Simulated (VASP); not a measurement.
# Mg in VASP: a series of runs

Runs on Mg. Level: PBE. Tasks: single point, relaxation of the atoms.

All numbers are computed with VASP 6.6.1; they aren't measurements. Logs are shortened: lines on timing, memory, paths and dates and some standing lists are left out, and cuts for length are marked.

## Step 1: The cell of the first run

The cell holds a slab with vacuum, 12 atoms: a = 6.420 Å, b = 6.420 Å, c = 16.213 Å, α = 90.00°, β = 90.00°, γ = 60.00°.

## Step 2: Single point, PBE

INCAR

```
SYSTEM = Mg
  PREC = Accurate
  ENCUT = 520
  EDIFF = 1E-6
  ISMEAR = -1
  SIGMA = 0.15
  LREAL = .False.
  LASPH = .True.
  NELM = 80
  ALGO = Normal
  ISIF = 2
  LWAVE = .False.
  LCHARG = .False.
  GGA = PE
  NBANDS = 24
```

KPOINTS

```
regular mesh
0
Gamma
  2 2 1
  0 0 0
```

POSCAR

```
Mg
1.0
    6.4199999467      0.0000000000      0.0000000000
    3.2099999734      5.5598830461      0.0000000000
    0.0000000000      0.0000000000     16.2130400000
Mg
12
Direct
    0.0000000000      0.0000000000      0.0616787000
    0.5000000000      0.0000000000      0.0616787000
    0.0000000000      0.5000000000      0.0616787000
    0.5000000000      0.5000000000      0.0616787000
   -0.1666666667      0.3333333333      0.2224456000
    0.3333333333      0.3333333333      0.2224456000
   -0.1666666667      0.8333333333      0.2224456000
    0.3333333333      0.8333333333      0.2224456000
    0.0000000000      0.0000000000      0.3832125000
    0.5000000000      0.0000000000      0.3832125000
    0.0000000000      0.5000000000      0.3832125000
    0.5000000000      0.5000000000      0.3832125000
```

Potentials or basis: VASP PAW PBE potentials, release 64 (Mg).

Started as:

```sh
$ cat potpaw_PBE.64/Mg/POTCAR > POTCAR
$ mpirun -np 1 vasp_std > vasp.out
```

OUTCAR:

```text
SYSTEM = Mg
   PREC = Accurate
   ENCUT = 520
   EDIFF = 1E-6
   ISMEAR = -1
   LREAL = .False.
   LASPH = .True.
   NELM = 80
   ISIF = 2
   GGA = PE

 ion  position               nearest neighbor table
   1  0.000  0.000  0.062-   5 3.20   8 3.20   7 3.20   4 3.21   4 3.21   3 3.21   3 3.21   2 3.21
                             2 3.21
   2  0.500  0.000  0.062-   6 3.20   7 3.20   8 3.20   3 3.21   3 3.21   4 3.21   4 3.21   1 3.21
                             1 3.21
   3  0.000  0.500  0.062-   7 3.20   6 3.20   5 3.20   2 3.21   2 3.21   1 3.21   1 3.21   4 3.21
                             4 3.21
   4  0.500  0.500  0.062-   8 3.20   5 3.20   6 3.20   1 3.21   1 3.21   2 3.21   2 3.21   3 3.21
                             3 3.21
   5  0.833  0.333  0.222-   1 3.20   9 3.20   4 3.20  12 3.20  11 3.20   3 3.20   8 3.21   8 3.21
                             7 3.21   7 3.21   6 3.21   6 3.21
   6  0.333  0.333  0.222-   2 3.20  10 3.20   3 3.20  11 3.20   4 3.20  12 3.20   7 3.21   7 3.21
                             8 3.21   8 3.21   5 3.21   5 3.21
   7  0.833  0.833  0.222-   3 3.20  11 3.20  10 3.20   2 3.20   1 3.20   9 3.20   6 3.21   6 3.21
                             5 3.21   5 3.21   8 3.21   8 3.21
   8  0.333  0.833  0.222-   4 3.20  12 3.20   9 3.20   1 3.20  10 3.20   2 3.20   5 3.21   5 3.21
                             6 3.21   6 3.21   7 3.21   7 3.21
   9  0.000  0.000  0.383-   5 3.20   8 3.20   7 3.20  12 3.21  12 3.21  11 3.21  11 3.21  10 3.21
                            10 3.21
  10  0.500  0.000  0.383-   6 3.20   7 3.20   8 3.20  11 3.21  11 3.21  12 3.21  12 3.21   9 3.21
                             9 3.21
  11  0.000  0.500  0.383-   7 3.20   6 3.20   5 3.20  10 3.21  10 3.21   9 3.21   9 3.21  12 3.21
                            12 3.21
  12  0.500  0.500  0.383-   8 3.20   5 3.20   6 3.20   9 3.21   9 3.21  10 3.21  10 3.21  11 3.21
                            11 3.21

  LATTYP: Found a hexagonal cell.
 ALAT       =     6.4199999467
 C/A-ratio  =     2.5253956596

  Lattice vectors:

 A1 = (  -3.2099999734,  -5.5598830461,   0.0000000000)
 A2 = (   6.4199999467,   0.0000000000,   0.0000000000)
 A3 = (   0.0000000000,   0.0000000000,  16.2130400000)

Analysis of symmetry for initial positions (statically):
=====================================================================
 Subroutine PRICEL returns following result:

  LATTYP: Found a hexagonal cell.
 ALAT       =     3.2099999733
 C/A-ratio  =     5.0507913192

  Lattice vectors:

 A1 = (  -1.6049999867,  -2.7799415231,   0.0000000000)
 A2 = (   3.2099999733,   0.0000000000,   0.0000000000)
 A3 = (   0.0000000000,   0.0000000000,  16.2130400000)

   4 primitive cells build up your supercell.

 Routine SETGRP: Setting up the symmetry group for a
 hexagonal supercell.

 Subroutine GETGRP returns: Found 12 space group operations
 (whereof  6 operations were pure point group operations)
 out of a pool of 24 trial point group operations.

The static configuration has the point symmetry C_3v.
 The point group associated with its full space group is D_3h.

Analysis of symmetry for dynamics (positions and initial velocities):
=====================================================================
 Subroutine PRICEL returns following result:

  LATTYP: Found a hexagonal cell.
 ALAT       =     3.2099999733
 C/A-ratio  =     5.0507913192

  Lattice vectors:

 A1 = (  -1.6049999867,  -2.7799415231,   0.0000000000)
 A2 = (   3.2099999733,   0.0000000000,   0.0000000000)
 A3 = (   0.0000000000,   0.0000000000,  16.2130400000)

   4 primitive cells build up your supercell.

 Routine SETGRP: Setting up the symmetry group for a
 hexagonal supercell.

 Subroutine GETGRP returns: Found 12 space group operations
 (whereof  6 operations were pure point group operations)
 out of a pool of 24 trial point group operations.

The dynamic configuration has the point symmetry C_3v.
 The point group associated with its full space group is D_3h.

 Subroutine INISYM returns: Found 12 space group operations
 (whereof  6 operations are pure point group operations),
 and found     4 'primitive' translations

----------------------------------------------------------------------------------------

                                     Primitive cell

  volume of cell :     144.6789

  direct lattice vectors                    reciprocal lattice vectors
    -1.604999987 -2.779941523  0.000000000     0.000000000 -0.359719797  0.000000000
     3.209999973  0.000000000  0.000000000     0.311526482 -0.179859898  0.000000000
     0.000000000  0.000000000 16.213040000     0.000000000  0.000000000  0.061678747

  length of vectors
     3.209999973  3.209999973 16.213040000     0.359719797  0.359719797  0.061678747

  position of ions in fractional coordinates (direct lattice)
     0.000000000  0.000000000  0.061678700
     0.333333333  0.666666667  0.222445600
     0.000000000  0.000000000  0.383212500

  ion indices of the primitive-cell ions
   primitive index   ion index
                 1           1
                 2           7
                 3           9

----------------------------------------------------------------------------------------

 KPOINTS: regular mesh

Automatic generation of k-mesh.
 Grid dimensions read from file:
 generate k-points for:    2    2    1

 Generating k-lattice:

  Cartesian coordinates                     Fractional coordinates (reciprocal lattice)
     0.077881621 -0.044964975  0.000000000     0.500000000  0.000000000  0.000000000
     0.000000000  0.089929949  0.000000000     0.000000000  0.500000000  0.000000000
     0.000000000  0.000000000  0.061678747     0.000000000  0.000000000  1.000000000

  Length of vectors
     0.089929949  0.089929949  0.061678747

  Shift w.r.t. Gamma in fractional coordinates (k-lattice)
     0.000000000  0.000000000  0.000000000

 Subroutine IBZKPT returns following result:
 ===========================================

 Found      2 irreducible k-points:

 Following reciprocal coordinates:
            Coordinates               Weight
  0.000000  0.000000  0.000000      1.000000
  0.500000  0.000000  0.000000      3.000000
   k-points           NKPTS =      2   k-points in BZ     NKDIM =      2   number of bands    NBANDS=     24
   number of dos      NEDOS =    301   number of ions     NIONS =     12
   total plane-waves  NPLWV = 290304
   dimension x,y,z NGX =    48 NGY =   48 NGZ =  126
   dimension x,y,z NGXF=    96 NGYF=   96 NGZF=  252
   ions per type =              12
   NGX,Y,Z   is equivalent  to a cutoff of  12.43, 12.43, 12.92 a.u.
   NGXF,Y,Z  is equivalent  to a cutoff of  24.86, 24.86, 25.84 a.u.
 SYSTEM =  Mg
   PREC   = accura    normal or accurate (medium, high low for compatibility)
   ISTART =      0    job   : 0-new  1-cont  2-samecut
   ICHARG =      2    charge: 1-file 2-atom 10-const
   ISPIN  =      1    spin polarized calculation?
   LNONCOLLINEAR =      F non collinear calculations
   LSORBIT =      F    spin-orbit coupling
   LASPH  =      T    aspherical Exc in radial PAW
   ENCUT  =  520.0 eV  38.22 Ry    6.18 a.u.  11.94 11.94 30.15*2*pi/ulx,y,z
   NELM   =     80;   NELMIN=  2; NELMDL= -5     # of ELM steps
   EDIFF  = 0.1E-05   stopping-criterion for ELM
   LREAL  =      F    real-space projection
   EDIFFG = 0.1E-04   stopping-criterion for IOM
   NSW    =      0    number of steps for IOM
   IBRION =     -1    ionic relax: 0-MD 1-quasi-New 2-CG
   NFREE  =      0    steps in history (QN), initial steepest desc. (CG)
   ISIF   =      2    stress and relaxation
   ISYM   =      2    0-nonsym 1-usesym 2-fastsym
   POTIM  = 0.5000    time-step for ionic-motion
   TEBEG  =    0.0;   TEEND  =   0.0 temperature during run
   PSTRESS=    0.0 pullay stress
   NELECT =      24.0000    total number of electrons
   NUPDOWN=      -1.0000    fix difference up-down
   EMIN   =  10.00;   EMAX   =-10.00  energy-range for DOS
   EFERMI =   0.00;   METHOD = LEGACY
   ISMEAR =    -1;   SIGMA  =   0.15  broadening in eV -4-tet -1-fermi 0-gaus
   EFERMI_NEDOS =   21; number of points for ismear=-14 and -15
   IALGO  =     38    algorithm
   IMIX   =      4    mixing-type and parameters
     AMIX     =   0.40;   BMIX     =  1.00
     AMIX_MAG =   1.60;   BMIX_MAG =  1.00
  volume/ion in A,a.u.               =      48.23       325.45
  Fermi-wavevector in a.u.,A,eV,Ry     =   0.566661  1.070835  4.368899  0.321105
  Thomas-Fermi vector in A             =   1.605150
   LORBIT       =      0    0 simple, 1 ext, 2 COOP (PROOUT), +10 PAW based schemes
   GGA     = PE    functional components
   LHFCALC =     F    Hartree Fock is set to
   AEXX    =    0.0000 exact exchange contribution
   IVDW    =     0    specifies the selected vdW correction
   LEPSILON=     F    determine dielectric tensor
   LRPA    =     F    only Hartree local field effects (RPA)
 non-spin polarized calculation
  energy-cutoff  :      520.00
  volume of cell :      578.72
 maximum number of plane-waves:     15596
 NGX is ok and might be reduce to    48
   NGX = 23   NGY = 23   NGZ = 61

 number of electron      24.0000000 magnetization

 Free energy of the ion-electron system (eV)
  ---------------------------------------------------
  ext. energy  EPLUGINS =         0.00000000
  ---------------------------------------------------
  free energy    TOTEN  =       -16.26751918 eV

  energy without entropy =      -15.63430405  energy(sigma->0) =      -15.95091162

 E-fermi :  -0.4485     XC(G=0):  -5.0748

 val. band max:       -0.5976008213   @ k =   0.0000   0.0000   0.0000
 cond. band min:      -0.2853440141   @ k =   0.5000   0.0000   0.0000
 fundamental gap:      0.3122568072
 Fermi energy:        -0.4484613657

 k-point     1 :       0.0000    0.0000    0.0000
  band No.  band energies     occupation
      1      -6.9848      2.00000
      2      -5.6327      2.00000
      3      -3.6646      2.00000
      4      -2.3195      1.99999
      5      -2.3195      1.99999
      6      -2.3195      1.99999
[... 16 lines left out ...]
     23       1.2320      0.00003
     24       2.9297      0.00000

 k-point     2 :       0.5000    0.0000    0.0000
  band No.  band energies     occupation
      1      -5.7756      2.00000
      2      -5.7756      2.00000
      3      -4.4328      2.00000
      4      -4.4328      2.00000
      5      -3.4043      2.00000
      6      -3.4043      2.00000
[... 16 lines left out ...]
     23       2.2212      0.00000
     24       2.2212      0.00000

------------------------ aborting loop because EDIFF is reached ----------------------------------------

  FORCE on cell =-STRESS in cart. coord.  units (eV):
  Direction    XX          YY          ZZ          XY          YZ          ZX
  --------------------------------------------------------------------------------------
  -------------------------------------------------------------------------------------
  Total       -2.7958650     -2.7958650     -1.3227562     -0.0000000      0.0000000      0.0000000
  in kB       -7.7403686     -7.7403686     -3.6620582     -0.0000000      0.0000000      0.0000000
  external PRESSURE =      -6.3809318 kB  Pullay stress =       0.0000000 kB

 VOLUME and BASIS-vectors are now :
 -----------------------------------------------------------------------------
  energy-cutoff  :      520.00
  volume of cell :      578.72
      direct lattice vectors                 reciprocal lattice vectors
     6.419999947  0.000000000  0.000000000     0.155763241 -0.089929949  0.000000000
     3.209999973  5.559883046  0.000000000     0.000000000  0.179859898  0.000000000
     0.000000000  0.000000000 16.213040000     0.000000000  0.000000000  0.061678747

 POSITION                                       TOTAL-FORCE (eV/Angst)
 -----------------------------------------------------------------------------------
      0.00000      0.00000      1.00000         0.000000      0.000000      0.064406
      3.21000      0.00000      1.00000        -0.000000      0.000000      0.064406
      1.60500      2.77994      1.00000         0.000000      0.000000      0.064406
      4.81500      2.77994      1.00000        -0.000000     -0.000000      0.064406
      6.42000      1.85329      3.60652         0.000000      0.000000     -0.000000
      3.21000      1.85329      3.60652         0.000000      0.000000     -0.000000
      8.02500      4.63324      3.60652         0.000000     -0.000000     -0.000000
      4.81500      4.63324      3.60652         0.000000      0.000000     -0.000000
      0.00000      0.00000      6.21304        -0.000000     -0.000000     -0.064406
      3.21000      0.00000      6.21304        -0.000000      0.000000     -0.064406
      1.60500      2.77994      6.21304        -0.000000     -0.000000     -0.064406
      4.81500      2.77994      6.21304        -0.000000     -0.000000     -0.064406
 -----------------------------------------------------------------------------------
    total drift:                                0.000000      0.000000     -0.000008

  FREE ENERGIE OF THE ION-ELECTRON SYSTEM (eV)
  ---------------------------------------------------
  free  energy   TOTEN  =       -16.2675191782 eV

  energy  without entropy=      -15.6343040522  energy(sigma->0) =      -15.95091162
```

Run time: 2.1 min. Hardware: 1 thread of AMD EPYC 7R13, shared host; peak memory 0.54 GiB.

What came out:

- Free energy: -16.2675 eV
- Largest force: 0.064 eV/Å
- Band gap on the k mesh: zero (bands 12 and 13 overlap by 0.91 eV)

Forces on the atoms (eV/Å):
```
Mg   0.000  0.000  0.064
Mg   0.000  0.000  0.064
Mg   0.000  0.000  0.064
Mg   0.000  0.000  0.064
Mg   0.000  0.000  0.000
Mg   0.000  0.000  0.000
Mg   0.000  0.000  0.000
Mg   0.000  0.000  0.000
Mg   0.000  0.000 -0.064
Mg   0.000  0.000 -0.064
Mg   0.000  0.000 -0.064
Mg   0.000  0.000 -0.064
```

Caveat: the k points lie up to 0.57 Å⁻¹ apart, too coarse for converged energies and pressures of a metal; there is no dipole correction, which matters where the two faces differ.

(Part 1 of 2 ends here.)

The gap in the log of VASP goes by the Fermi energy; the results here count the filled bands.